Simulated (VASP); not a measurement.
A run of VASP 6.6.1 is set up as follows.

File INCAR:

```
PREC = Accurate ; ENCUT = 520
EDIFF = 1E-7 ; ISMEAR = -1
SIGMA = 0.02 ; LREAL = False
LASPH = True ; NELM = 60
ALGO = Normal ; ISIF = 2
LWAVE = False ; LCHARG = False
GGA = CA ; NBANDS = 26
```

KPOINTS

```
regular mesh
0
Gamma
  10 6 1
```

Contents of POSCAR:

```
AlN
1.0
    3.0886844108      0.0000000000      0.0000000000
    0.0000000000      4.9432878602      0.0000000000
    0.0000000000      0.0000000000     19.5665000000
Al N
4 4
Direct
    0.0000000000      0.0805355673      0.4245577464
    0.5000000000      0.5555168516      0.4467946938
    0.5000000000      0.0555166400      0.5532053273
    0.0000000000      0.5805351924      0.5754422576
    0.0000000000      0.4325109844      0.4116336714
    0.5000000000      0.9314371914      0.4541316437
    0.5000000000      0.4314368852      0.5458683222
    0.0000000000      0.9325106876      0.5883663377
```

Potentials or basis: VASP PAW LDA potentials, release 64 (Al, N).

The run is started by

```bash
$ cat potpaw_LDA.64/Al/POTCAR potpaw_LDA.64/N/POTCAR > POTCAR
$ mpirun -np 1 vasp_std > vasp.out
```

(1) Predict the largest force.

(2) Predict the band gap on the k mesh.

Results:

(1) 0.074 eV/Å.

(2) 2.60 eV (least direct gap 2.70 eV).
